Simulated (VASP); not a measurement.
# YF5 (P6/mmm) in VASP: a series of runs

YF5 is run at these levels: PBE; tasks: single point.

Program: VASP 6.6.1. These are calculated values, not measurements. Logs are shortened: lines on timing, memory, paths and dates and some standing lists are left out, and cuts for length are marked.

## (1) The cell of the first run

The structure is hexagonal, space group P6/mmm (No. 191). The conventional cell has a = 4.103 Å, b = 4.103 Å, c = 5.009 Å, α = 90.00°, β = 90.00°, γ = 120.00°. Within 3.1 Å of Y (site symmetry 6/mmm) lie 6 F at 2.37 Å. F (site symmetry -6m2) has 3 Y at 2.37 Å and 9 F at 2.37 to 2.77 Å within 3.1 Å. Within 2.7 Å of F (site symmetry mmm) lie 4 F at 2.05 Å.

## (2) Single point, PBE, collinear spin, ferromagnetic start

File INCAR:

```
SYSTEM = YF5
  PREC = Accurate
  ENCUT = 520
  EDIFF = 1E-7
  ISMEAR = 0
  SIGMA = 0.1
  LREAL = .False.
  LASPH = .True.
  NELM = 150
  ALGO = Normal
  ISIF = 2
  LWAVE = .False.
  LCHARG = .False.
  ISPIN = 2
  MAGMOM = 0 1 1 1 1 1
  LORBIT = 11
  LMAXMIX = 4
  GGA = PE
  NBANDS = 36
```

File KPOINTS:

```
Automatic mesh
0
Gamma
  6 6 4
  0 0 0
```

File POSCAR:

```
YF5
1.0
    4.1026453201      0.0000000000      0.0000000000
   -2.0513226600      3.5529950699      0.0000000000
    0.0000000000      0.0000000000      5.0090266562
Y F
1 5
Direct
    0.0000000000      0.0000000000      0.0000000000
    0.3333333333      0.6666666667      0.0000000000
    0.6666666667      0.3333333333      0.0000000000
    0.5000000000      0.0000000000      0.5000000000
    0.5000000000      0.5000000000      0.5000000000
    0.0000000000      0.5000000000      0.5000000000
```

Potentials or basis: VASP PAW PBE potentials, release 64 (Y_sv, F).

Started as:

```
> cat potpaw_PBE.64/Y_sv/POTCAR potpaw_PBE.64/F/POTCAR > POTCAR
> mpirun -np 1 vasp_std > vasp.out
```

OUTCAR:

```text
SYSTEM = YF5
   PREC = Accurate
   ENCUT = 520
   EDIFF = 1E-7
   ISMEAR = 0
   LREAL = .False.
   LASPH = .True.
   NELM = 150
   ISIF = 2
   ISPIN = 2
   LORBIT = 11
   GGA = PE

 ion  position               nearest neighbor table
   1  0.000  0.000  0.000-   2 2.37   3 2.37   2 2.37   3 2.37   3 2.37   2 2.37
   2  0.333  0.667  0.000-   1 2.37   1 2.37   1 2.37
   3  0.667  0.333  0.000-   1 2.37   1 2.37   1 2.37
   4  0.500  0.000  0.500-
   5  0.500  0.500  0.500-
   6  0.000  0.500  0.500-

  LATTYP: Found a hexagonal cell.
 ALAT       =     4.1026453201
 C/A-ratio  =     1.2209260771

  Lattice vectors:

 A1 = (   4.1026453201,   0.0000000000,   0.0000000000)
 A2 = (  -2.0513226600,   3.5529950699,   0.0000000000)
 A3 = (   0.0000000000,   0.0000000000,   5.0090266562)

Analysis of symmetry for initial positions (statically):
=====================================================================
 Subroutine PRICEL returns:
 Original cell was already a primitive cell.

 Routine SETGRP: Setting up the symmetry group for a
 hexagonal supercell.

 Subroutine GETGRP returns: Found 24 space group operations
 (whereof 24 operations were pure point group operations)
 out of a pool of 24 trial point group operations.

The static configuration has the point symmetry D_6h.

Analysis of symmetry for dynamics (positions and initial velocities):
=====================================================================
 Subroutine PRICEL returns:
 Original cell was already a primitive cell.

 Routine SETGRP: Setting up the symmetry group for a
 hexagonal supercell.

 Subroutine GETGRP returns: Found 24 space group operations
 (whereof 24 operations were pure point group operations)
 out of a pool of 24 trial point group operations.

The dynamic configuration has the point symmetry D_6h.

Analysis of structural, dynamic, and magnetic symmetry:
=====================================================================
 Subroutine PRICEL returns:
 Original cell was already a primitive cell.

 Routine SETGRP: Setting up the symmetry group for a
 hexagonal supercell.

 Subroutine GETGRP returns: Found 24 space group operations
 (whereof 24 operations were pure point group operations)
 out of a pool of 24 trial point group operations.

The overall configuration has the point symmetry D_6h.

 Subroutine INISYM returns: Found 24 space group operations
 (whereof 24 operations are pure point group operations),
 and found     1 'primitive' translations

----------------------------------------------------------------------------------------

                                     Primitive cell

  volume of cell :      73.0150

  direct lattice vectors                    reciprocal lattice vectors
     4.102645320  0.000000000  0.000000000     0.243745175  0.140726342  0.000000000
    -2.051322660  3.552995070  0.000000000     0.000000000  0.281452684  0.000000000
     0.000000000  0.000000000  5.009026656     0.000000000  0.000000000  0.199639584

  length of vectors
     4.102645320  4.102645320  5.009026656     0.281452684  0.281452684  0.199639584

  position of ions in fractional coordinates (direct lattice)
     0.000000000  0.000000000  0.000000000
     0.333333333  0.666666667  0.000000000
     0.666666667  0.333333333  0.000000000
     0.500000000  0.000000000  0.500000000
     0.500000000  0.500000000  0.500000000
     0.000000000  0.500000000  0.500000000

  ion indices of the primitive-cell ions
   primitive index   ion index
                 1           1
                 2           2
                 3           3
                 4           4
                 5           5
                 6           6

[... 23 lines left out ...]

 Found     21 irreducible k-points:

 Following reciprocal coordinates:
            Coordinates               Weight
  0.000000  0.000000  0.000000      1.000000
  0.166667 -0.000000  0.000000      6.000000
  0.333333 -0.000000  0.000000      6.000000
  0.500000 -0.000000  0.000000      3.000000
  0.166667  0.166667  0.000000      6.000000
  0.333333  0.166667  0.000000     12.000000
[... 13 lines left out ...]
  0.333333  0.166667  0.500000     12.000000
  0.333333  0.333333  0.500000      2.000000
   k-points           NKPTS =     21   k-points in BZ     NKDIM =     21   number of bands    NBANDS=     36
   number of dos      NEDOS =    301   number of ions     NIONS =      6
   total plane-waves  NPLWV =  40960
   dimension x,y,z NGX =    32 NGY =   32 NGZ =   40
   dimension x,y,z NGXF=    64 NGYF=   64 NGZF=   80
   ions per type =               1   5
   NGX,Y,Z   is equivalent  to a cutoff of  12.97, 12.97, 13.28 a.u.
   NGXF,Y,Z  is equivalent  to a cutoff of  25.93, 25.93, 26.55 a.u.
 SYSTEM =  YF5
   PREC   = accura    normal or accurate (medium, high low for compatibility)
   ISTART =      0    job   : 0-new  1-cont  2-samecut
   ICHARG =      2    charge: 1-file 2-atom 10-const
   ISPIN  =      2    spin polarized calculation?
   LNONCOLLINEAR =      F non collinear calculations
   LSORBIT =      F    spin-orbit coupling
   LASPH  =      T    aspherical Exc in radial PAW
   ENCUT  =  520.0 eV  38.22 Ry    6.18 a.u.   7.63  7.63  9.31*2*pi/ulx,y,z
   NELM   =    150;   NELMIN=  2; NELMDL= -5     # of ELM steps
   EDIFF  = 0.1E-06   stopping-criterion for ELM
   LREAL  =      F    real-space projection
   EDIFFG = 0.1E-05   stopping-criterion for IOM
   NSW    =      0    number of steps for IOM
   IBRION =     -1    ionic relax: 0-MD 1-quasi-New 2-CG
   NFREE  =      0    steps in history (QN), initial steepest desc. (CG)
   ISIF   =      2    stress and relaxation
   ISYM   =      2    0-nonsym 1-usesym 2-fastsym
   POTIM  = 0.5000    time-step for ionic-motion
   TEBEG  =    0.0;   TEEND  =   0.0 temperature during run
   PSTRESS=    0.0 pullay stress
   NELECT =      46.0000    total number of electrons
   NUPDOWN=      -1.0000    fix difference up-down
   EMIN   =  10.00;   EMAX   =-10.00  energy-range for DOS
   EFERMI =   0.00;   METHOD = LEGACY
   ISMEAR =     0;   SIGMA  =   0.10  broadening in eV -4-tet -1-fermi 0-gaus
   EFERMI_NEDOS =   21; number of points for ismear=-14 and -15
   IALGO  =     38    algorithm
   IMIX   =      4    mixing-type and parameters
     AMIX     =   0.40;   BMIX     =  1.00
     AMIX_MAG =   1.60;   BMIX_MAG =  1.00
  volume/ion in A,a.u.               =      12.17        82.12
  Fermi-wavevector in a.u.,A,eV,Ry     =   1.403428  2.652094 26.798173  1.969610
  Thomas-Fermi vector in A             =   2.526091
   LORBIT       =     11    0 simple, 1 ext, 2 COOP (PROOUT), +10 PAW based schemes
   GGA     = PE    functional components
   LHFCALC =     F    Hartree Fock is set to
   AEXX    =    0.0000 exact exchange contribution
   IVDW    =     0    specifies the selected vdW correction
   LEPSILON=     F    determine dielectric tensor
   LRPA    =     F    only Hartree local field effects (RPA)
 spin polarized calculation
 Gauss-broadening in eV      SIGMA  =   0.10
  energy-cutoff  :      520.00
  volume of cell :       73.01
 maximum number of plane-waves:      2010
 NGX is ok and might be reduce to    32
   NGX = 15   NGY = 15   NGZ = 19

 number of electron      46.0000015 magnetization       1.1101131

 Free energy of the ion-electron system (eV)
  ---------------------------------------------------
  ext. energy  EPLUGINS =         0.00000000
  ---------------------------------------------------
  free energy    TOTEN  =       -28.58170499 eV

  energy without entropy =      -28.57552605  energy(sigma->0) =      -28.57861552

 E-fermi :   0.5101     XC(G=0): -10.0772

 val. band max:        0.4024073497   @ k =   0.1667   0.1667   0.0000
 cond. band min:       0.5907618319   @ k =   0.5000  -0.0000   0.0000
 fundamental gap:      0.1883544822
 Fermi energy:         0.5100839824

 spin component 1

 k-point     1 :       0.0000    0.0000    0.0000
  band No.  band energies     occupation
      1     -41.6774      1.00000
      2     -22.6582      1.00000
      3     -21.6861      1.00000
      4     -21.6500      1.00000
      5     -21.3871      1.00000
      6     -21.3871      1.00000
[... 787 lines left out ...]
     34      16.8678      0.00000
     35      16.8678      0.00000
 Fermi energy:         0.5100839824

 spin component 2

 k-point     1 :       0.0000    0.0000    0.0000
  band No.  band energies     occupation
      1     -41.6795      1.00000
      2     -22.1004      1.00000
      3     -21.6905      1.00000
      4     -21.5390      1.00000
      5     -21.3888      1.00000
      6     -21.3888      1.00000
[... 787 lines left out ...]
     34      16.9658      0.00000
     35      16.9658      0.00000
 [bands above 35 left out]

------------------------ aborting loop because EDIFF is reached ----------------------------------------

  FORCE on cell =-STRESS in cart. coord.  units (eV):
  Direction    XX          YY          ZZ          XY          YZ          ZX
  --------------------------------------------------------------------------------------
  -------------------------------------------------------------------------------------
  Total       -0.1522728     -0.1522728     -0.0705330     -0.0000000      0.0000000      0.0000000
  in kB       -3.3413416     -3.3413416     -1.5477159     -0.0000000      0.0000000      0.0000000
  external PRESSURE =      -2.7434664 kB  Pullay stress =       0.0000000 kB

 VOLUME and BASIS-vectors are now :
 -----------------------------------------------------------------------------
  energy-cutoff  :      520.00
  volume of cell :       73.01
      direct lattice vectors                 reciprocal lattice vectors
     4.102645320  0.000000000  0.000000000     0.243745175  0.140726342  0.000000000
    -2.051322660  3.552995070  0.000000000     0.000000000  0.281452684  0.000000000
     0.000000000  0.000000000  5.009026656     0.000000000  0.000000000  0.199639584

 POSITION                                       TOTAL-FORCE (eV/Angst)
 -----------------------------------------------------------------------------------
      0.00000      0.00000      0.00000        -0.000000      0.000000      0.000000
     -0.00000      2.36866      0.00000         0.000000     -0.000000     -0.000000
      2.05132      1.18433      0.00000        -0.000000     -0.000000      0.000000
      2.05132      0.00000      2.50451        -0.000000      0.000000      0.000000
      1.02566      1.77650      2.50451        -0.000000      0.000000      0.000000
     -1.02566      1.77650      2.50451        -0.000000      0.000000      0.000000
 -----------------------------------------------------------------------------------
    total drift:                               -0.000000      0.000000     -0.000000

  FREE ENERGIE OF THE ION-ELECTRON SYSTEM (eV)
  ---------------------------------------------------
  free  energy   TOTEN  =       -28.5817049906 eV

  energy  without entropy=      -28.5755260474  energy(sigma->0) =      -28.57861552

 total charge

# of ion       s       p       d       f       tot
--------------------------------------------------
    1        2.095   6.200   0.562   0.087   8.943
    2        1.738   4.381   0.000   0.000   6.119
    3        1.738   4.381   0.000   0.000   6.119
    4        1.768   4.134   0.000   0.000   5.902
    5        1.768   4.134   0.000   0.000   5.902
    6        1.768   4.134   0.000   0.000   5.902
--------------------------------------------------
tot         10.876  27.364   0.562   0.087  38.889

 magnetization (x)

# of ion       s       p       d       f       tot
--------------------------------------------------
    1       -0.001  -0.001  -0.003  -0.000  -0.005
    2       -0.000  -0.001   0.000   0.000  -0.001
    3       -0.000  -0.001   0.000   0.000  -0.001
    4        0.002   0.355   0.000   0.000   0.358
    5        0.002   0.355   0.000   0.000   0.358
    6        0.002   0.355   0.000   0.000   0.358
--------------------------------------------------
tot          0.006   1.064  -0.003  -0.000   1.067
```

Wall time 2.4 min (1 thread of Intel Xeon Platinum 8259CL at 2.50GHz (Skylake/Cascade Lake), shared host); peak memory 0.28 GiB.

Results:

| Item | Value |
| --- | --- |
| Free energy | -28.5817 eV |
| Pressure | -0.3 GPa |
| Net moment | 1.11 μB per cell |
| Site moments | Y -0.01; F -0.00, +0.36 μB |
| Valence electrons inside the program's atomic spheres | Y 8.94; F 6.12, 5.90 |

Stress tensor (GPa, compression positive):
```
-0.33  0.00  0.00
 0.00 -0.33  0.00
 0.00  0.00 -0.15
```

Levels at points of the mesh, in eV from the Fermi level:
Spin up:
```tsv
k point	band 20	band 21	band 22	band 23	band 24	band 25	band 26	band 27
(0.00, 0.00, 0.00)	-1.75	-1.75	-0.29	0.18	0.18	3.71	4.74	4.74
(0.50, 0.00, 0.00)	-2.12	-1.84	-1.79	-1.63	0.08	4.58	4.71	5.43
(0.00, 0.00, 0.50)	-1.61	-1.61	-0.29	0.18	0.18	4.97	4.97	5.01
(0.50, 0.00, 0.50)	-2.45	-2.36	-2.20	-1.64	0.08	4.66	4.92	5.09
```
Spin down:
| k point | band 21 | band 22 | band 23 | band 24 | band 25 | band 26 |
| --- | --- | --- | --- | --- | --- | --- |
| (0.00, 0.00, 0.00) | -1.44 | 0.45 | 1.38 | 1.38 | 3.73 | 4.73 |
| (0.50, 0.00, 0.00) | -1.54 | -1.46 | -1.38 | 1.20 | 4.64 | 4.71 |
| (0.00, 0.00, 0.50) | -1.30 | 0.45 | 1.38 | 1.38 | 4.99 | 4.99 |
| (0.50, 0.00, 0.50) | -1.53 | -1.41 | -1.33 | 1.20 | 4.68 | 4.93 |

(Continued in part 2 of 2.)
